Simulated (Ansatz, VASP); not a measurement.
**WS2: VASP beside Ansatz**

```
W S
1.0
     3.15469    0.00000    0.00000
    -1.57735    2.73204    0.00000
     0.00000    0.00000    6.65535
W S
1 2
Direct
  0.00000 0.00000 0.00000
  0.33333 0.66667 0.23678
  0.33333 0.66667 0.76322
```

Alike in both runs: functional PBE; dispersion D3(BJ); k mesh 12 × 12 × 4; occupations gaussian, width 0.02 eV; no spin polarisation.

Ansatz relaxed the structure, and its values are those at the end. VASP's run is a single point on that final structure, the one shown.

|  | VASP | Ansatz |
| --- | --- | --- |
| version | VASP 6.6.1 | Ansatz 0.2.0 |
| potentials or method | VASP PAW PBE potentials, release 64 (W_sv, S), cutoff 520 eV | scalar-relativistic, plane waves, PAW |
| valence electrons in the cell | 26 | 26 |

```csv
,VASP,Ansatz,Ansatz less VASP
gap on the k mesh at the Fermi level (eV),1.29,1.28,-0.011
least direct gap on the mesh (eV),1.90,1.89,-0.003
pressure (GPa),-0.1,0.0,+0.04
rms of the force components (eV/Å),0.003,0.004,+0.0016
```

Neither program's run includes spin-orbit coupling.
